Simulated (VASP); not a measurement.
V2O3:

```xyz
10
Lattice="2.4712 1.4267 4.6720 -2.4712 1.4267 4.6720 0.0000 -2.8535 4.6720" Properties=species:S:1:pos:R:3 pbc="T T T"
V     0.0000    0.0000    4.8594
V     0.0000    0.0000    2.1487
V     0.0000    0.0000    9.1567
V     0.0000    0.0000   11.8674
O    -0.8906    1.4267    8.1761
O    -0.7903   -1.4847    8.1761
O     1.6809    0.0579    8.1761
O     0.8906   -1.4267    5.8400
O     0.7903    1.4847    5.8400
O    -1.6809   -0.0579    5.8400
```

| Item | Value |
| --- | --- |
| Program | VASP 6.6.1 |
| Task | relaxation of cell and atoms |
| Functional | PBE |
| Potentials or basis | VASP PAW PBE potentials, release 64 (V_sv, O) |
| Cutoff | 600 eV |
| k mesh | 6 × 6 × 6 |
| Occupations | gaussian, width 0.05 eV |
| Spin | collinear spin, ferromagnetic start |
| Starting moments | [2.0, 2.0, 2.0, 2.0, 0.0, 0.0, 0.0, 0.0, 0.0, 0.0] μB |

At the start: pressure -0.8 GPa; volume 9.88 Å³/atom.

Q: Where does the relaxation end?

A: Over 12 steps the energy falls by 21.1 meV/atom and the volume is 9.75 Å³/atom (-1.4 %); space group R-3c (No. 167, to 0.1 Å) before and after; moment 4.47 μB per cell.

The path:
| step | energy change (eV) | largest force (eV/Å) | pressure (GPa) | volume (Å³) |
| --- | --- | --- | --- | --- |
| 1 | 0.0000 | 0.9698 | -0.84 | 98.84 |
| 2 | -0.1369 | 0.3841 | 0.12 | 98.10 |
| 3 | -0.1614 | 0.2942 | 1.22 | 97.64 |
| 4 | -0.1984 | 0.1415 | -1.87 | 98.51 |
| 5 | -0.1985 | 0.1462 | -2.02 | 98.55 |
| 6 | -0.2080 | 0.0332 | 1.31 | 96.92 |
| 7 | -0.2110 | 0.0549 | 0.19 | 97.45 |
| 8 | -0.2110 | 0.0529 | 0.23 | 97.43 |
| 9 | -0.2112 | 0.0209 | -0.17 | 97.58 |
| 10 | -0.2113 | 0.0157 | -0.04 | 97.53 |
| 11 | -0.2113 | 0.0170 | -0.06 | 97.54 |
| 12 | -0.2113 | 0.0052 | 0.07 | 97.50 |

Final structure:
```cif
data_structure
_symmetry_space_group_name_H-M 'P 1'
_symmetry_Int_Tables_number 1
_cell_length_a 5.5389
_cell_length_b 5.5389
_cell_length_c 5.5389
_cell_angle_alpha 51.978
_cell_angle_beta 51.978
_cell_angle_gamma 51.978
_cell_volume 97.50
loop_
_atom_site_label
_atom_site_type_symbol
_atom_site_fract_x
_atom_site_fract_y
_atom_site_fract_z
_atom_site_occupancy
V1 V 0.34034 0.34034 0.34034 1
V2 V 0.15966 0.15966 0.15966 1
V3 V 0.65966 0.65966 0.65966 1
V4 V 0.84034 0.84034 0.84034 1
O1 O 0.57454 0.92546 0.25000 1
O2 O 0.25000 0.57454 0.92546 1
O3 O 0.92546 0.25000 0.57454 1
O4 O 0.42546 0.07454 0.75000 1
O5 O 0.75000 0.42546 0.07454 1
O6 O 0.07454 0.75000 0.42546 1
```
